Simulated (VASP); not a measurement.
Here is a VASP 6.6.1 calculation.

File INCAR:

```
SYSTEM = Br
ALGO = Normal ; EDIFF = 1E-6
ENCUT = 520 ; GGA = PE
ISIF = 2 ; ISMEAR = 0
IVDW = 12 ; LASPH = .True.
LCHARG = .False. ; LREAL = .False.
LWAVE = .False. ; NBANDS = 18
NELM = 60 ; PREC = Accurate
SIGMA = 0.15
```

File KPOINTS:

```
k-points
0
Gamma
  12 12 12
  0 0 0
```

POSCAR

```
Br
1.0
    4.2168603643      0.0000000000      0.0000000000
    0.0000000000      4.2168603643      0.0000000000
    0.0000000000      0.0000000000      5.0602324372
Br
3
Direct
    0.5000000000      0.0000000000      0.0000000000
    0.0000000000      0.5000000000      0.0000000000
    0.0000000000      0.0000000000      0.5000000000
```

Potentials or basis: VASP PAW PBE potentials, release 64 (Br).

Run with:

```console
$ cat potpaw_PBE.64/Br/POTCAR > POTCAR
$ mpirun -np 1 vasp_std > vasp.out
```

What does it give for the band gap on the k mesh?

Zero (an odd number of electrons rules out a gap without spin polarisation).

Estimate the pressure.

0.1 GPa.

What does it give for the dispersion energy per atom?

-0.239 eV.

Stress tensor (GPa, compression positive):
```
-0.44  0.00  0.00
 0.00 -0.44  0.00
 0.00  0.00  1.08
```

Caveat: an odd number of electrons without spin polarisation forces a metal; a magnetic or distorted state may lie lower.
